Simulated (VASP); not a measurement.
Write the native input for VASP 6.6.1 that does the following.

| Quantity | Value |
| --- | --- |
| Task | single point |
| Functional | BLYP |
| Potentials or basis | VASP PAW PBE potentials, release 64 (Ru_pv) |
| Cutoff | 520 eV |
| k mesh | 16 × 16 × 16 |
| Occupations | fermi-dirac, width 0.1 eV |
| Spin | no spin polarisation |
| Dipole correction | no |
| Further INCAR settings | ALGO = Normal; EDIFF = 1e-06; NBANDS = 13 |

The structure of Ru lies in POSCAR:

```
Ru
1.0
   -1.4876305328      1.4876305328      1.4876305328
    1.4876305328     -1.4876305328      1.4876305328
    1.4876305328      1.4876305328     -1.4876305328
Ru
1
Direct
    0.0000000000      0.0000000000      0.0000000000
```

This cell differs from its parent crystal: volume scaled by 0.88.

One way to write it, as run:

INCAR

```
PREC     = Accurate       # precision mode
ENCUT    = 520            # plane-wave cutoff, eV
EDIFF    = 1E-6           # SCF threshold, eV
ISMEAR   = -1             # smearing method
SIGMA    = 0.1            # smearing width, eV
LREAL    = F              # projectors in reciprocal space
LASPH    = T              # aspherical terms in the spheres
NELM     = 60             # most SCF steps
ALGO     = Normal         # electronic algorithm
ISIF     = 2              # what is computed and relaxed
LWAVE    = F              # write WAVECAR
LCHARG   = F              # write CHGCAR
GGA      = B5             # functional
ALDAX    = 1.0          
AGGAX    = 1.0          
AGGAC    = 1.0          
ALDAC    = 0.0          
NBANDS   = 13             # bands
```

KPOINTS

```
regular mesh
0
Gamma
  16 16 16
```

Potentials or basis: VASP PAW PBE potentials, release 64 (Ru_pv).

The run is started by

```sh
$ cat potpaw_PBE.64/Ru_pv/POTCAR > POTCAR
$ mpirun -np 1 vasp_std > vasp.out
```

Results of the run:

```
Pressure               : 42.6 GPa
Band gap on the k mesh : zero (band 7 reaches 16.09 eV, above the bottom of band 8 at 12.25 eV)
```

Caveat: the PAW data sets were made with another functional, which shifts forces and pressure a little.

Wall time 30 s on 1 thread of Intel Xeon 8259CL, on a shared host, peak memory 0.14 GiB.
